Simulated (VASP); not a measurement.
Write the native input for VASP 6.6.1 that does the following.

* Task: single point
* Functional: LDA
* Potentials or basis: VASP PAW LDA potentials, release 64 (Hg_sv_GW)
* Cutoff: 500 eV
* k mesh: 4 × 4 × 4
* Occupations: fermi-dirac, width 0.1 eV
* Spin: no spin polarisation
* Dipole correction: no
* Second run: valence_matched
* Further INCAR settings: ALGO = Normal; EDIFF = 1e-06; NBANDS = 16

The structure of Hg lies in POSCAR:

```
Hg
1.0
    1.7463233735      1.0082402698      2.1478810803
   -1.7463233735      1.0082402698      2.1478810803
    0.0000000000     -2.0164805396      2.1478810803
Hg
1
Direct
    0.0000000000      1.0000000000      0.0000000000
```

The input as run:

INCAR

```
PREC = Accurate
ENCUT = 500
EDIFF = 1E-6
ISMEAR = -1
SIGMA = 0.1
LREAL = False
LASPH = True
NELM = 120
ALGO = Normal
ISIF = 2
LWAVE = False
LCHARG = True
GGA = CA
LELF = True
LVHAR = True
NBANDS = 16
GGA_COMPAT = False
```

KPOINTS

```
regular mesh
0
Gamma
  4 4 4
```

Potentials or basis: VASP PAW LDA potentials, release 64 (Hg_sv_GW).

The run is started by

```sh
$ cat potpaw_LDA.64/Hg_sv_GW/POTCAR > POTCAR
$ mpirun -np 1 vasp_std > vasp.out
```

It gave:

| Item | Value |
| --- | --- |
| Pressure | 0.6 GPa |
| Band gap on the k mesh | zero (band 10 reaches 6.30 eV, above the bottom of band 11 at 4.00 eV) |

Caveat: the k points lie up to 0.57 Å⁻¹ apart; spin-orbit coupling is left out, which moves the levels of the heavy elements.

Run time: 6.9 s on 1 thread of Intel(R) Xeon(R) Platinum 8259CL CPU @ 2.50GHz (Skylake/Cascade Lake) (shared host), peak memory 0.13 GiB.
